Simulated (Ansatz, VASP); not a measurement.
## Two plane-wave programs on FeOsC4N4

```xyz
10
Lattice="5.8844 0.0000 0.0000 0.0000 5.8844 0.0000 0.0000 0.0000 5.8844" Properties=species:S:1:pos:R:3 pbc="T T T"
Fe    2.9422    2.9422    2.9422
Os    0.0000    0.0000    0.0000
C     1.0947    1.0947    1.0947
C     1.0947    4.7897    4.7897
C     4.7897    1.0947    4.7897
C     4.7897    4.7897    1.0947
N     1.7702    1.7702    1.7702
N     1.7702    4.1142    4.1142
N     4.1142    1.7702    4.1142
N     4.1142    4.1142    1.7702
```

Alike in both runs: task single point; functional PBE; k mesh 4 × 4 × 4; occupations gaussian, width 0.1 eV; collinear spin.

|  | VASP | Ansatz |
| --- | --- | --- |
| version | VASP 6.6.1 | Ansatz 0.2.0 |
| potentials or method | VASP PAW PBE potentials, release 64 (Fe, Os, C, N), cutoff 520 eV | scalar-relativistic, plane waves, PAW |
| valence electrons in the cell | 52 | 68 |

```tsv
	VASP	Ansatz	Ansatz less VASP
gap on the k mesh at the Fermi level (eV)	none	none	-
pressure (GPa)	2.2	1.5	-0.73
rms of the force components (eV/Å)	1.254	1.137	-0.1173
net moment per atom (μB)	0.20	0.20	0.000
size of the moment on the site where the two differ most (μB)	0.71	0.30	-0.410
```

Site moments also hang on the region over which each program counts them. Atom by atom the forces differ by 0.120 eV/Å (rms over components). A gap of «none» marks a metal or a gap that the smearing closes. VASP's potentials hold 52 valence electrons a cell and Ansatz's 68, so a difference there can come from the potentials and not from the codes.

Neither program's run includes spin-orbit coupling. Noted on VASP's run: the standard files for N, O and F lose accuracy on very short bonds.
